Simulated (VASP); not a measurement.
# Mg3ZnTe4 in VASP: notebook, part 2 of 3

VASP 6.6.1. The steps go on from the part before.

### 3 Single point, PBE

Input file INCAR:

```
SYSTEM = Mg3ZnTe4
PREC     = Accurate       ! precision mode
ENCUT    = 520            ! plane-wave cutoff, eV
EDIFF    = 1E-6           ! SCF threshold, eV
ISMEAR   = 0              ! smearing method
SIGMA    = 0.1            ! smearing width, eV
LREAL    = .False.        ! projectors in reciprocal space
LASPH    = .True.         ! aspherical terms in the spheres
NELM     = 60             ! most SCF steps
ALGO     = Normal         ! electronic algorithm
ISIF     = 2              ! what is computed and relaxed
LWAVE    = .False.        ! write WAVECAR
LCHARG   = .False.        ! write CHGCAR
GGA      = PE             ! functional
NBANDS   = 31             ! bands
```

Input file KPOINTS:

```
regular mesh
0
Gamma
  2 2 2
  0 0 0
```

Input file POSCAR:

```
Mg3ZnTe4
1.0
    6.4349156802     -0.0049059660      0.0081734997
   -0.0047275323      6.4272109865      0.0039076681
    0.0080223124      0.0036994828      6.4314533132
Mg Zn Te
3 1 4
Direct
    0.4999953960      0.0006571364     -0.0006468271
    0.0002128349     -0.0001967539      0.5011808991
   -0.0002155660      0.5003799220      0.0003534706
    0.5000334808      0.4999741578      0.4988568336
    0.2574233334      0.7427720122      0.2575610179
    0.2576216482      0.2579703944      0.7422112528
    0.7418452322      0.7418216089      0.7427399340
    0.7430836406      0.2566215221      0.2577434191
```

Potentials or basis: VASP PAW PBE potentials, release 64 (Mg, Zn, Te).

Started as:

```bash
cat potpaw_PBE.64/Mg/POTCAR potpaw_PBE.64/Zn/POTCAR potpaw_PBE.64/Te/POTCAR > POTCAR
mpirun -np 1 vasp_std > vasp.out
```

OUTCAR:

```text
SYSTEM = Mg3ZnTe4
   PREC = Accurate
   ENCUT = 520
   EDIFF = 1E-6
   ISMEAR = 0
   LREAL = .False.
   LASPH = .True.
   NELM = 60
   ISIF = 2
   GGA = PE

 ion  position               nearest neighbor table
   1  0.500  0.001  0.999-   5 2.81   7 2.81   6 2.81   8 2.82
   2  0.000  1.000  0.501-   7 2.81   6 2.81   5 2.82   8 2.82
   3  1.000  0.500  0.000-   8 2.81   7 2.81   5 2.82   6 2.82
   4  0.500  0.500  0.499-   6 2.70   5 2.70   8 2.70   7 2.70
   5  0.257  0.743  0.258-   4 2.70   1 2.81   3 2.82   2 2.82
   6  0.258  0.258  0.742-   4 2.70   2 2.81   1 2.81   3 2.82
   7  0.742  0.742  0.743-   4 2.70   2 2.81   1 2.81   3 2.81
   8  0.743  0.257  0.258-   4 2.70   3 2.81   1 2.82   2 2.82

  LATTYP: Found a triclinic cell.
 ALAT       =    11.1496826321
 B/A-ratio  =     1.2900590333
 C/A-ratio  =     0.5768289191
 COS(alpha) =     0.0000695007
 COS(beta)  =     0.5776001058
 COS(gamma) =     0.7745544735

  Lattice vectors:

 A1 = (  -6.4476655249,   6.4284174697,  -6.4357191448)
 A2 = (  -6.4443707448,  12.8593279390,  -0.0003581635)
 A3 = (  -0.0080223124,  -0.0036994828,  -6.4314533132)

Analysis of symmetry for initial positions (statically):
=====================================================================
 Subroutine PRICEL returns:
 Original cell was already a primitive cell.

 Routine SETGRP: Setting up the symmetry group for a
 triclinic supercell.

 Subroutine GETGRP returns: Found  1 space group operations
 (whereof  1 operations were pure point group operations)
 out of a pool of  2 trial point group operations.

The static configuration has the point symmetry C_1 .

Analysis of symmetry for dynamics (positions and initial velocities):
=====================================================================
[... 127 lines left out ...]
  Fermi-wavevector in a.u.,A,eV,Ry     =   0.884844  1.672113 10.652670  0.782949
  Thomas-Fermi vector in A             =   2.005798
   LORBIT       =      0    0 simple, 1 ext, 2 COOP (PROOUT), +10 PAW based schemes
   GGA     = PE    functional components
   LHFCALC =     F    Hartree Fock is set to
   AEXX    =    0.0000 exact exchange contribution
   IVDW    =     0    specifies the selected vdW correction
   LEPSILON=     F    determine dielectric tensor
   LRPA    =     F    only Hartree local field effects (RPA)
 non-spin polarized calculation
 Gauss-broadening in eV      SIGMA  =   0.10
  energy-cutoff  :      520.00
  volume of cell :      265.99
 maximum number of plane-waves:      7184
 NGX is ok and might be reduce to    48
   NGX = 23   NGY = 23   NGZ = 23

 number of electron      42.0000031 magnetization

 Free energy of the ion-electron system (eV)
  ---------------------------------------------------
  ext. energy  EPLUGINS =         0.00000000
  ---------------------------------------------------
  free energy    TOTEN  =       -24.14082726 eV

  energy without entropy =      -24.14082726  energy(sigma->0) =      -24.14082726

 E-fermi :   2.5024     XC(G=0):  -7.9794

 val. band max:        2.0059017876   @ k =   0.0000   0.0000   0.0000
 cond. band min:       3.7866873269   @ k =   0.0000   0.0000   0.0000
 fundamental gap:      1.7807855392
 Fermi energy:         2.5024391320

 k-point     1 :       0.0000    0.0000    0.0000
  band No.  band energies     occupation
      1      -8.4505      2.00000
      2      -7.6168      2.00000
      3      -7.6138      2.00000
      4      -7.6135      2.00000
      5      -4.1362      2.00000
      6      -4.1358      2.00000
[... 261 lines left out ...]
     30       7.4355      0.00000
     31       7.4389      0.00000

------------------------ aborting loop because EDIFF is reached ----------------------------------------

  FORCE on cell =-STRESS in cart. coord.  units (eV):
  Direction    XX          YY          ZZ          XY          YZ          ZX
  --------------------------------------------------------------------------------------
  -------------------------------------------------------------------------------------
  Total        0.1502877      0.1880258      0.1674300      0.0781212     -0.0633989     -0.0871458
  in kB        0.9052336      1.1325424      1.0084872      0.4705503     -0.3818728     -0.5249086
  external PRESSURE =       1.0154211 kB  Pullay stress =       0.0000000 kB

 VOLUME and BASIS-vectors are now :
 -----------------------------------------------------------------------------
  energy-cutoff  :      520.00
  volume of cell :      265.99
      direct lattice vectors                 reciprocal lattice vectors
     6.434915680 -0.004905966  0.008173500     0.155402525  0.000114424 -0.000193908
    -0.004727532  6.427210986  0.003907668     0.000118734  0.155588624 -0.000089645
     0.008022312  0.003699483  6.431453313    -0.000197568 -0.000094679  0.155486153

 POSITION                                       TOTAL-FORCE (eV/Angst)
 -----------------------------------------------------------------------------------
      3.22544      0.00547      6.43138         0.001616     -0.000686      0.005659
      0.00066      6.42780      3.22723         0.000794     -0.000145     -0.011820
      6.43117      3.21114      0.01240         0.010445      0.000132     -0.008617
      3.21931      3.21283      3.21442         0.007150      0.003382     -0.000706
      1.65505      4.77364      1.66150        -0.011618      0.009113     -0.012322
      1.66251      1.65951      4.77661        -0.021802     -0.013771      0.027085
      4.77616      4.76695      4.78586         0.013825      0.010621      0.009420
      4.78254      1.64667      1.66474        -0.000410     -0.008644     -0.008699
 -----------------------------------------------------------------------------------
    total drift:                                0.000002      0.000107      0.000895

  FREE ENERGIE OF THE ION-ELECTRON SYSTEM (eV)
  ---------------------------------------------------
  free  energy   TOTEN  =       -24.1408272613 eV

  energy  without entropy=      -24.1408272613  energy(sigma->0) =      -24.14082726
```

OSZICAR:

```text
N       E                     dE             d eps       ncg     rms          rms(c)
DAV:   1     0.203261853382E+03    0.20326E+03   -0.15544E+04   496   0.112E+03
DAV:   2    -0.683916092266E+01   -0.21010E+03   -0.20123E+03   623   0.215E+02
DAV:   3    -0.245386557203E+02   -0.17699E+02   -0.17620E+02   588   0.649E+01
DAV:   4    -0.249588566931E+02   -0.42020E+00   -0.42000E+00   634   0.107E+01
DAV:   5    -0.249730798715E+02   -0.14223E-01   -0.14223E-01   667   0.176E+00    0.623E+00
DAV:   6    -0.242101228387E+02    0.76296E+00   -0.15163E+00   683   0.149E+01    0.460E+00
DAV:   7    -0.241238415478E+02    0.86281E-01   -0.80116E-01   552   0.412E+00    0.208E+00
DAV:   8    -0.241365422743E+02   -0.12701E-01   -0.20481E-02   618   0.666E-01    0.955E-01
DAV:   9    -0.241401823139E+02   -0.36400E-02   -0.79120E-03   567   0.418E-01    0.207E-01
DAV:  10    -0.241403789323E+02   -0.19662E-03   -0.42714E-04   594   0.118E-01    0.889E-02
DAV:  11    -0.241408159304E+02   -0.43700E-03   -0.60893E-04   552   0.115E-01    0.304E-02
DAV:  12    -0.241408195284E+02   -0.35979E-05   -0.10708E-05   674   0.291E-02    0.178E-02
DAV:  13    -0.241408267362E+02   -0.72079E-05   -0.15192E-05   566   0.143E-02    0.107E-02
DAV:  14    -0.241408272613E+02   -0.52509E-06   -0.57133E-07   466   0.391E-03
   1 F= -.24140827E+02 E0= -.24140827E+02  d E =-.221314E-12
```

stdout:

```text
POSCAR found type information on POSCAR MgZnTe
 POSCAR found :  3 types and       8 ions
 scaLAPACK will be used
 LDA part: xc-table for (Slater+PW92), standard interpolation
 POSCAR, INCAR and KPOINTS ok, starting setup
 FFT: planning ... GRIDC
 FFT: planning ... GRID_SOFT
 FFT: planning ... GRID
 WAVECAR not read
 entering main loop
```

Run time: 92 s. Hardware: 1 thread of Intel Xeon 6975P-C, shared host; peak memory 0.35 GiB.

What came out:

```
Free energy            : -24.1408 eV
Pressure               : 0.1 GPa
Largest force          : 0.037 eV/Å
Band gap on the k mesh : 1.78 eV, direct
```

Forces in eV/Å, atoms in the order of the input:
```
Mg   0.002 -0.001  0.006
Mg   0.001  0.000 -0.012
Mg   0.010  0.000 -0.009
Zn   0.007  0.003 -0.001
Te  -0.012  0.009 -0.012
Te  -0.022 -0.014  0.027
Te   0.014  0.011  0.009
Te   0.000 -0.009 -0.009
```

Caveat: the k points lie up to 0.49 Å⁻¹ apart; spin-orbit coupling is left out, which moves the levels of the heavy elements. As with any semilocal functional, this PBE gap is likely too small.

(Part 2 of 3 ends here.)
